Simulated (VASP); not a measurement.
Input of a VASP 6.6.1 run:

The input INCAR:

```
  ALGO = Fast
  EDIFF = 1E-6
  ENCUT = 520
  GGA = PS
  ISIF = 2
  ISMEAR = 0
  ISPIN = 2
  LASPH = True
  LCHARG = False
  LMAXMIX = 4
  LORBIT = 11
  LREAL = False
  LWAVE = False
  MAGMOM = 4.12 0.48
  NBANDS = 22
  NELM = 150
  PREC = Accurate
  SIGMA = 0.1
```

KPOINTS

```
k-points
0
Gamma
  14 14 12
```

Contents of POSCAR:

```
MnPt
1.0
    2.6318647961      0.0000000000      0.0000000000
    0.0000000000      2.6318647961      0.0000000000
    0.0000000000      0.0000000000      3.6654288571
Mn Pt
1 1
Direct
    0.0000000000      0.0000000000      0.0000000000
    0.5000000000      0.5000000000      0.5000000000
```

Potentials or basis: VASP PAW PBE potentials, release 64 (Mn_pv, Pt).

The run is started by

```sh
$ cat potpaw_PBE.64/Mn_pv/POTCAR potpaw_PBE.64/Pt/POTCAR > POTCAR
$ mpirun -np 1 vasp_std > vasp.out
```

Task: What does it give for the net moment?

Result: 2.17 μB per cell.

Task: What does it give for the pressure?

Result: 10.8 GPa.

Task: Estimate the site moments.

Result: Mn +2.06; Pt +0.06 μB.

Caveat: the cell stands under pressure; the PAW data sets were made with another functional, which shifts forces and pressure a little.
